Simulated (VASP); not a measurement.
# WS2 (R3m) in VASP: single point with LDA+U

Aim: the single point of WS2 with LDA+U.

Everything below comes from runs of VASP 6.6.1. Logs are shortened: lines on timing, memory, paths and dates and some standing lists are left out, and cuts for length are marked.

### 1 The cell of the first run

It takes space group R3m (No. 160, trigonal). The conventional cell has a = 3.158 Å, b = 3.158 Å, c = 18.490 Å, α = 90.00°, β = 90.00°, γ = 120.00°. W (site symmetry 3m) has 6 S at 2.39 to 2.42 Å and 6 W at 3.16 Å within 3.2 Å. S (site symmetry 3m) has 3 W at 2.39 Å and 7 S at 3.13 to 3.16 Å within 3.2 Å. Within 3.2 Å of S (site symmetry 3m) lie 3 W at 2.42 Å and 7 S at 3.13 to 3.16 Å.

### 2 Single point, LDA+U, collinear spin

INCAR reads:

```
PREC = Accurate
ENCUT = 520
EDIFF = 1E-6
ISMEAR = 0
SIGMA = 0.05
LREAL = False
LASPH = True
NELM = 150
ALGO = Normal
ISIF = 2
LWAVE = False
LCHARG = True
ISPIN = 2
MAGMOM = 2 2 0 0 0 0
LORBIT = 11
LMAXMIX = 4
LDAU = True
LDAUTYPE = 1
LDAUL = 2 -1
LDAUU = 4 0
LDAUJ = 0.9 0
LDAUPRINT = 1
LVHAR = True
NBANDS = 39
KPAR = 2
```

KPOINTS reads:

```
Automatic mesh
0
Gamma
  7 7 7
```

POSCAR reads:

```
WS2
1.0
    1.5790001700      0.9116361700      6.1633291500
   -1.5790001700     -0.9116361700     12.3266583000
    0.0000000000     -3.6465446800     12.3266583000
W S
2 4
Direct
    0.0000000000      0.0000000000      0.0000000000
    0.0000000000      0.0000000000      0.5000000000
    0.7503000000      0.7503000000      0.0000000000
    0.5810000000      0.5810000000      0.0000000000
    0.7503000000      0.7503000000      0.5000000000
    0.5810000000      0.5810000000      0.5000000000
```

Potentials or basis: VASP PAW LDA potentials, release 64 (W_sv, S).

Started as:

```bash
> cat potpaw_LDA.64/W_sv/POTCAR potpaw_LDA.64/S/POTCAR > POTCAR
> mpirun -np 2 vasp_std > vasp.out
```

OUTCAR:

```text
PREC = Accurate
   ENCUT = 520
   EDIFF = 1E-6
   ISMEAR = 0
   LREAL = False
   LASPH = True
   NELM = 150
   ISIF = 2
   ISPIN = 2
   LORBIT = 11

 ion  position               nearest neighbor table
   1  0.000  0.000  0.000-   5 2.39   5 2.39   3 2.39   6 2.42   6 2.42   4 2.42   2 3.16   2 3.16
                             2 3.16   2 3.16
   2  0.000  0.000  0.500-   3 2.39   3 2.39   5 2.39   4 2.42   4 2.42   6 2.42   1 3.16   1 3.16
                             1 3.16   1 3.16
   3  0.750  0.750  0.000-   2 2.39   2 2.39   1 2.39
   4  0.581  0.581  0.000-   2 2.42   2 2.42   1 2.42
   5  0.750  0.750  0.500-   1 2.39   1 2.39   2 2.39
   6  0.581  0.581  0.500-   1 2.42   1 2.42   2 2.42

  LATTYP: Found a simple monoclinic cell.
 ALAT       =     5.4698170344
 B/A-ratio  =     0.5773502682
 C/A-ratio  =     1.1750592959
 COS(beta)  =    -0.2836736278

  Lattice vectors:

 A1 = (  -4.7370005100,  -2.7349085100,   0.0000000000)
 A2 = (   1.5790001700,  -2.7349085100,   0.0000000000)
 A3 = (   1.5790001700,   0.9116361700,   6.1633291500)

Analysis of symmetry for initial positions (statically):
=====================================================================
 Subroutine PRICEL returns following result:

  LATTYP: Found a trigonal (rhomboedric) cell.
 ALAT       =     6.4273593532
 COS(alpha) =     0.8792939091
[... 12 lines left out ...]
 Subroutine GETGRP returns: Found  2 space group operations
 (whereof  2 operations were pure point group operations)
 out of a pool of  4 trial point group operations.

The static configuration has the point symmetry C_1h.

Analysis of symmetry for dynamics (positions and initial velocities):
=====================================================================
 Subroutine PRICEL returns following result:

  LATTYP: Found a trigonal (rhomboedric) cell.
 ALAT       =     6.4273593532
 COS(alpha) =     0.8792939091
[... 12 lines left out ...]
 Subroutine GETGRP returns: Found  2 space group operations
 (whereof  2 operations were pure point group operations)
 out of a pool of  4 trial point group operations.

The dynamic configuration has the point symmetry C_1h.

Analysis of structural, dynamic, and magnetic symmetry:
=====================================================================
 Subroutine PRICEL returns following result:

  LATTYP: Found a trigonal (rhomboedric) cell.
 ALAT       =     6.4273593532
 COS(alpha) =     0.8792939091
[... 12 lines left out ...]
 Subroutine GETGRP returns: Found  2 space group operations
 (whereof  2 operations were pure point group operations)
 out of a pool of  4 trial point group operations.

The overall configuration has the point symmetry C_1h.

 Subroutine INISYM returns: Found  2 space group operations
 (whereof  2 operations are pure point group operations),
 and found     2 'primitive' translations

----------------------------------------------------------------------------------------

                                     Primitive cell

  volume of cell :      53.2317

  direct lattice vectors                    reciprocal lattice vectors
     1.579000170  0.911636170  6.163329150     0.316656077  0.182821472  0.054083325
    -1.579000170  0.911636170  6.163329150    -0.316656077  0.182821472  0.054083325
     0.000000000 -1.823272340  6.163329150     0.000000000 -0.365642944  0.054083325

  length of vectors
     6.427359353  6.427359353  6.427359352     0.369621114  0.369621114  0.369621115

  position of ions in fractional coordinates (direct lattice)
     0.000000000  0.000000000  0.000000000
     0.750300000  0.750300000  0.750300000
     0.581000000  0.581000000  0.581000000

  ion indices of the primitive-cell ions
   primitive index   ion index
                 1           1
                 2           3
                 3           4

----------------------------------------------------------------------------------------

 KPOINTS: Automatic mesh

Automatic generation of k-mesh.
 Grid dimensions read from file:
 generate k-points for:    7    7    7

[... 92 lines left out ...]
   GGA     = CA    functional components
   LHFCALC =     F    Hartree Fock is set to
   AEXX    =    0.0000 exact exchange contribution
   IVDW    =     0    specifies the selected vdW correction
   LEPSILON=     F    determine dielectric tensor
   LRPA    =     F    only Hartree local field effects (RPA)
 spin polarized calculation
 Gauss-broadening in eV      SIGMA  =   0.05
  energy-cutoff  :      520.00
  volume of cell :      106.46
 maximum number of plane-waves:      2884
   NGX = 23   NGY = 47   NGZ = 47

 number of electron      52.0000002 magnetization      -0.0795785

atom =   1  type =  1  l = 2

 onsite density matrix

spin component  1

  0.3418 -0.0000  0.0001  0.0022 -0.0000
 -0.0000  0.3279  0.0000  0.0000  0.0022
  0.0001  0.0000  0.3639  0.0000  0.0001
  0.0022  0.0000  0.0000  0.3280 -0.0000
 -0.0000  0.0022  0.0001 -0.0000  0.3418

spin component  2

  0.3418 -0.0000  0.0001  0.0022 -0.0000
 -0.0000  0.3279  0.0000  0.0000  0.0022
  0.0001  0.0000  0.3638  0.0000  0.0001
  0.0022  0.0000  0.0000  0.3280 -0.0000
 -0.0000  0.0022  0.0001 -0.0000  0.3418

 occupancies and eigenvectors

  o =  0.3276  v =  0.0000  0.0000  0.0000  0.0000  0.0000 -0.0774 -0.8556  0.0000  0.4940  0.1341      0.0000  0.0000  0.0000  0.0000  0.0000  0.0000  0.0000  0.0000  0.0000  0.0000
  o =  0.3276  v = -0.0774 -0.8556  0.0000  0.4940  0.1341  0.0000  0.0000  0.0000  0.0000  0.0000      0.0000  0.0000  0.0000  0.0000  0.0000  0.0000  0.0000  0.0000  0.0000  0.0000
  o =  0.3276  v =  0.0000  0.0000  0.0000  0.0000  0.0000 -0.1349  0.4939  0.0004  0.8555 -0.0779      0.0000  0.0000  0.0000  0.0000  0.0000  0.0000  0.0000  0.0000  0.0000  0.0000
  o =  0.3276  v = -0.1349  0.4939  0.0004  0.8555 -0.0779  0.0000  0.0000  0.0000  0.0000  0.0000      0.0000  0.0000  0.0000  0.0000  0.0000  0.0000  0.0000  0.0000  0.0000  0.0000
  o =  0.3421  v =  0.0000  0.0000  0.0000  0.0000  0.0000  0.8554  0.0779 -0.0059  0.1349  0.4939      0.0000  0.0000  0.0000  0.0000  0.0000  0.0000  0.0000  0.0000  0.0000  0.0000
  o =  0.3421  v =  0.8554  0.0779 -0.0059  0.1349  0.4939  0.0000  0.0000  0.0000  0.0000  0.0000      0.0000  0.0000  0.0000  0.0000  0.0000  0.0000  0.0000  0.0000  0.0000  0.0000
  o =  0.3421  v =  0.0000  0.0000  0.0000  0.0000  0.0000 -0.4940  0.1341  0.0000 -0.0774  0.8556      0.0000  0.0000  0.0000  0.0000  0.0000  0.0000  0.0000  0.0000  0.0000  0.0000
  o =  0.3422  v = -0.4940  0.1341  0.0000 -0.0774  0.8556  0.0000  0.0000  0.0000  0.0000  0.0000      0.0000  0.0000  0.0000  0.0000  0.0000  0.0000  0.0000  0.0000  0.0000  0.0000
  o =  0.3638  v =  0.0000  0.0000  0.0000  0.0000  0.0000 -0.0051 -0.0003 -1.0000 -0.0005 -0.0029      0.0000  0.0000  0.0000  0.0000  0.0000  0.0000  0.0000  0.0000  0.0000  0.0000
  o =  0.3639  v = -0.0051 -0.0003 -1.0000 -0.0005 -0.0029  0.0000  0.0000  0.0000  0.0000  0.0000      0.0000  0.0000  0.0000  0.0000  0.0000  0.0000  0.0000  0.0000  0.0000  0.0000

atom =   2  type =  1  l = 2

 onsite density matrix

spin component  1

  0.3418 -0.0000  0.0001  0.0022 -0.0000
 -0.0000  0.3279  0.0000  0.0000  0.0022
  0.0001  0.0000  0.3639  0.0000  0.0001
  0.0022  0.0000  0.0000  0.3280 -0.0000
 -0.0000  0.0022  0.0001 -0.0000  0.3418

spin component  2

  0.3418 -0.0000  0.0001  0.0022 -0.0000
 -0.0000  0.3279  0.0000  0.0000  0.0022
  0.0001  0.0000  0.3638  0.0000  0.0001
  0.0022  0.0000  0.0000  0.3280 -0.0000
 -0.0000  0.0022  0.0001 -0.0000  0.3418

 occupancies and eigenvectors

  o =  0.3276  v =  0.0000  0.0000  0.0000  0.0000  0.0000 -0.0774 -0.8556  0.0000  0.4940  0.1341      0.0000  0.0000  0.0000  0.0000  0.0000  0.0000  0.0000  0.0000  0.0000  0.0000
  o =  0.3276  v = -0.0774 -0.8556  0.0000  0.4940  0.1341  0.0000  0.0000  0.0000  0.0000  0.0000      0.0000  0.0000  0.0000  0.0000  0.0000  0.0000  0.0000  0.0000  0.0000  0.0000
  o =  0.3276  v =  0.0000  0.0000  0.0000  0.0000  0.0000 -0.1349  0.4939  0.0004  0.8555 -0.0779      0.0000  0.0000  0.0000  0.0000  0.0000  0.0000  0.0000  0.0000  0.0000  0.0000
  o =  0.3276  v = -0.1349  0.4939  0.0004  0.8555 -0.0779  0.0000  0.0000  0.0000  0.0000  0.0000      0.0000  0.0000  0.0000  0.0000  0.0000  0.0000  0.0000  0.0000  0.0000  0.0000
  o =  0.3421  v =  0.0000  0.0000  0.0000  0.0000  0.0000  0.8554  0.0779 -0.0059  0.1349  0.4939      0.0000  0.0000  0.0000  0.0000  0.0000  0.0000  0.0000  0.0000  0.0000  0.0000
  o =  0.3421  v =  0.8554  0.0779 -0.0059  0.1349  0.4939  0.0000  0.0000  0.0000  0.0000  0.0000      0.0000  0.0000  0.0000  0.0000  0.0000  0.0000  0.0000  0.0000  0.0000  0.0000
  o =  0.3421  v =  0.0000  0.0000  0.0000  0.0000  0.0000 -0.4940  0.1341  0.0000 -0.0774  0.8556      0.0000  0.0000  0.0000  0.0000  0.0000  0.0000  0.0000  0.0000  0.0000  0.0000
  o =  0.3422  v = -0.4940  0.1341  0.0000 -0.0774  0.8556  0.0000  0.0000  0.0000  0.0000  0.0000      0.0000  0.0000  0.0000  0.0000  0.0000  0.0000  0.0000  0.0000  0.0000  0.0000
  o =  0.3638  v =  0.0000  0.0000  0.0000  0.0000  0.0000 -0.0051 -0.0003 -1.0000 -0.0005 -0.0029      0.0000  0.0000  0.0000  0.0000  0.0000  0.0000  0.0000  0.0000  0.0000  0.0000
  o =  0.3639  v = -0.0051 -0.0003 -1.0000 -0.0005 -0.0029  0.0000  0.0000  0.0000  0.0000  0.0000      0.0000  0.0000  0.0000  0.0000  0.0000  0.0000  0.0000  0.0000  0.0000  0.0000

 number of electron      52.0000002 magnetization       0.0000456

 Free energy of the ion-electron system (eV)
  ---------------------------------------------------
  ext. energy  EPLUGINS =         0.00000000
  ---------------------------------------------------
  free energy    TOTEN  =       -45.48281405 eV

  energy without entropy =      -45.48281405  energy(sigma->0) =      -45.48281405

 E-fermi :   7.8321     XC(G=0): -11.2419

 val. band max:        7.4396264937   @ k =  -0.4286   0.1429   0.1429
 cond. band min:       8.4678481501   @ k =  -0.1429   0.2857   0.1429
 fundamental gap:      1.0282216564
 Fermi energy:         7.8320967707

 spin component 1

 k-point     1 :       0.0000    0.0000    0.0000
  band No.  band energies     occupation
      1     -67.1879      1.00000
      2     -67.1687      1.00000
      3     -31.8750      1.00000
      4     -31.6897      1.00000
      5     -31.6227      1.00000
      6     -31.5973      1.00000
[... 1961 lines left out ...]
     37      14.6922      0.00000
     38      15.2976      0.00000

 [... further k-points ...]

 [bands above 38 left out]

------------------------ aborting loop because EDIFF is reached ----------------------------------------

  FORCE on cell =-STRESS in cart. coord.  units (eV):
  Direction    XX          YY          ZZ          XY          YZ          ZX
  --------------------------------------------------------------------------------------
  -------------------------------------------------------------------------------------
  Total       -0.6635699     -0.6658724     -0.1652047      0.0019940      0.0003424      0.0005930
  in kB       -9.9861234    -10.0207734     -2.4861808      0.0300078      0.0051524      0.0089247
  external PRESSURE =      -7.4976925 kB  Pullay stress =       0.0000000 kB

 VOLUME and BASIS-vectors are now :
 -----------------------------------------------------------------------------
  energy-cutoff  :      520.00
  volume of cell :      106.46
      direct lattice vectors                 reciprocal lattice vectors
     1.579000170  0.911636170  6.163329150     0.316656077  0.182821472  0.054083325
    -1.579000170 -0.911636170 12.326658300    -0.316656077  0.182821472  0.054083325
     0.000000000 -3.646544680 12.326658300     0.158328039 -0.274232208  0.000000000

 POSITION                                       TOTAL-FORCE (eV/Angst)
 -----------------------------------------------------------------------------------
      0.00000      0.00000      0.00000         0.000305      0.000176     -0.604756
      0.00000     -1.82327      6.16333         0.000305      0.000176     -0.604756
      0.00000      0.00000     13.87304        -0.000223     -0.000129      0.356162
      0.00000      0.00000     10.74268        -0.000082     -0.000047      0.248594
      0.00000     -1.82327     20.03637        -0.000223     -0.000129      0.356162
      0.00000     -1.82327     16.90601        -0.000082     -0.000047      0.248594
 -----------------------------------------------------------------------------------
    total drift:                               -0.000008     -0.000005      0.000019

  FREE ENERGIE OF THE ION-ELECTRON SYSTEM (eV)
  ---------------------------------------------------
  free  energy   TOTEN  =       -45.4828140474 eV

  energy  without entropy=      -45.4828140474  energy(sigma->0) =      -45.48281405

 total charge

# of ion       s       p       d       tot
------------------------------------------
    1        2.334   6.341   3.351  12.026
    2        2.334   6.341   3.351  12.026
    3        1.356   2.373   0.000   3.729
    4        1.359   2.355   0.000   3.714
    5        1.356   2.373   0.000   3.729
    6        1.359   2.355   0.000   3.714
--------------------------------------------------
tot         10.097  22.139   6.703  38.939

 magnetization (x)

# of ion       s       p       d       tot
------------------------------------------
    1        0.000   0.000   0.000   0.000
    2        0.000   0.000   0.000   0.000
    3        0.000  -0.000   0.000  -0.000
    4        0.000  -0.000   0.000  -0.000
    5        0.000  -0.000   0.000  -0.000
    6        0.000  -0.000   0.000  -0.000
--------------------------------------------------
tot          0.000  -0.000   0.000   0.000
```

It took 32 min on 2 MPI ranks of Intel Xeon Platinum 8488C (Sapphire Rapids), shared host; peak memory 1 GiB.

Results:

* Free energy: -45.4828 eV
* Pressure: -0.7 GPa
* Largest force: 0.605 eV/Å
* Band gap on the k mesh: 1.03 eV
* Net moment: 0.00 μB per cell
* Valence electrons inside the program's atomic spheres: W 12.03; S 3.73, 3.71 (each value once)

Forces in eV/Å, atoms in the order of the input:
```
W    0.000  0.000 -0.605
W    0.000  0.000 -0.605
S    0.000  0.000  0.356
S    0.000  0.000  0.249
S    0.000  0.000  0.356
S    0.000  0.000  0.249
```

Eigenvalues of the final occupation matrices:
| site | spin | trace | eigenvalues |
| --- | --- | --- | --- |
| site 1 d | 1 | 1.70 | 0.33 0.33 0.34 0.34 0.36 |
| site 1 d | 2 | 1.70 | 0.33 0.33 0.34 0.34 0.36 |
| site 2 d | 1 | 1.70 | 0.33 0.33 0.34 0.34 0.36 |
| site 2 d | 2 | 1.70 | 0.33 0.33 0.34 0.34 0.36 |

Caveat: spin-orbit coupling is left out, which moves the levels of the heavy elements. A k mesh can miss the band edges.
